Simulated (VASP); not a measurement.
## Rb: relaxation of cell and atoms with PBE

Crystal: Rb.

```
Rb
1.0
     3.55468    0.00000    0.00000
     0.00000    3.55468    0.00000
     0.00000    0.00000    3.55468
Rb
1
Direct
  0.00000 0.00000 0.00000
```

This isn't the form of Rb at room conditions, which is bcc.

| Property | Result |
| --- | --- |
| Program | VASP 6.6.1 |
| Task | relaxation of cell and atoms |
| Functional | PBE |
| Potentials or basis | VASP PAW PBE potentials, release 64 (Rb_sv) |
| Cutoff | 600 eV |
| k mesh | 11 × 11 × 11 |
| Occupations | fermi-dirac, width 0.1 eV |
| Spin | no spin polarisation |
| Target pressure | 6.2 GPa |
| Dipole correction | no |
| Further INCAR settings | ALGO = Normal; EDIFF = 1e-07; IBRION = 2; EDIFFG = -0.005; NSW = 32; ISIF = 3 |

```json
{"Relaxed volume": "44.97 Å³/atom", "Relaxed cell": "a = 3.556 Å, b = 3.556 Å, c = 3.556 Å, α = 90.00°, β = 90.00°, γ = 90.00°", "Space group after relaxing (to 0.1 Å)": "Pm-3m (No. 221)", "Energy change on relaxing (the run minimises the enthalpy)": "-2.2 meV/atom", "Ionic steps": "2", "Pressure after relaxing": "6.2 GPa", "Band gap on the k mesh": "zero (an odd number of electrons rules out a gap without spin polarisation)"}
```

The path:
```
step  energy change (eV)  largest force (eV/Å)  pressure (GPa)  volume (Å³)
   1              0.0000                0.0000            6.23        44.92
   2             -0.0022                0.0000            6.21        44.97
```

Final structure:
```yaml
crystal:
  lattice:
    - [3.55619, 0.00000, 0.00000]
    - [0.00000, 3.55619, 0.00000]
    - [0.00000, 0.00000, 3.55619]
  atoms:
    - { symbol: Rb, position: [0.00000, 0.00000, 0.00000] }
```

Levels at points of the mesh, in eV from the Fermi level:
```csv
k point,band 3,band 4,band 5,band 6,band 7,band 8
"(0.00, 0.00, 0.00)",-12.81,-12.81,-2.73,2.05,2.05,8.47
```

It took 44 s on 1 thread of Intel Xeon 8259CL, with other jobs on the host, peak memory 0.17 GiB.

Caveat: the cell is relaxed towards a set pressure, so the run minimises the enthalpy, not the energy.
